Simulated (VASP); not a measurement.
A run of VASP 6.6.1 is set up as follows.

Contents of INCAR:

```
SYSTEM = SnTe
PREC = Accurate ; ENCUT = 520
EDIFF = 1E-7 ; ISMEAR = -1
SIGMA = 0.05 ; LREAL = .False.
LASPH = .True. ; NELM = 100
ALGO = Normal ; ISIF = 2
LWAVE = .False. ; LCHARG = .True.
GGA = PE ; LELF = .True.
LVHAR = .True. ; NBANDS = 17
```

KPOINTS

```
regular mesh
0
Gamma
  7 7 7
  0 0 0
```

POSCAR

```
SnTe
1.0
    3.9047000000      0.0000000000      0.0000000000
    0.0000000000      3.9047000000      0.0000000000
    0.0000000000      0.0000000000      3.9047000000
Te Sn
1 1
Direct
    0.5000000000      0.5000000000      0.5000000000
    0.0000000000      0.0000000000      0.0000000000
```

Potentials or basis: VASP PAW PBE potentials, release 64 (Te, Sn_d).

Run with:

```bash
$ cat potpaw_PBE.64/Te/POTCAR potpaw_PBE.64/Sn_d/POTCAR > POTCAR
$ mpirun -np 1 vasp_std > vasp.out
```

Estimate the band gap on the k mesh.

zero (band 10 reaches 7.23 eV, above the bottom of band 11 at 6.18 eV).

Predict the pressure.

-1.1 GPa.

Caveat: spin-orbit coupling is left out, which moves the levels of the heavy elements.
